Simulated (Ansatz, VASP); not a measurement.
## One calculation of P, two programs

```
P
1.0
     3.28935    0.00000    0.00000
    -1.64468    2.84866    0.00000
     0.00000    0.00000   34.46218
P
12
Direct
  0.00000 0.00000 0.18417
  0.00000 0.00000 0.68417
  0.00000 0.00000 0.31583
  0.00000 0.00000 0.81583
  0.33333 0.66667 0.51794
  0.66667 0.33333 0.01794
  0.33333 0.66667 0.98206
  0.66667 0.33333 0.48206
  0.33333 0.66667 0.64830
  0.66667 0.33333 0.14830
  0.33333 0.66667 0.85170
  0.66667 0.33333 0.35170
```

Alike in both runs: functional PBE; k mesh 6 × 6 × 1; occupations gaussian, width 0.1 eV; no spin polarisation.

Ansatz relaxed the structure, and its values are those at the end. VASP's run is a single point on that final structure, the one shown.

```csv
,VASP,Ansatz
version,VASP 6.6.1,Ansatz 0.2.0
potentials or method,"VASP PAW PBE potentials, release 64 (P), cutoff 520 eV","scalar-relativistic, plane waves, PAW"
valence electrons in the cell,60,60
```

VASP gave:

```
gap on the k mesh at the Fermi level (eV) : 1.48
least direct gap on the mesh (eV)         : 1.88
pressure (GPa)                            : -0.2
rms of the force components (eV/Å)        : 0.046
```

Task: Estimate Ansatz's values.

Result: gap on the k mesh at the Fermi level (eV): 1.44; least direct gap on the mesh (eV): 1.83; pressure (GPa): 0.1; rms of the force components (eV/Å): 0.004.

The functional is the same, so the differences come from potentials, cutoffs and numerics.
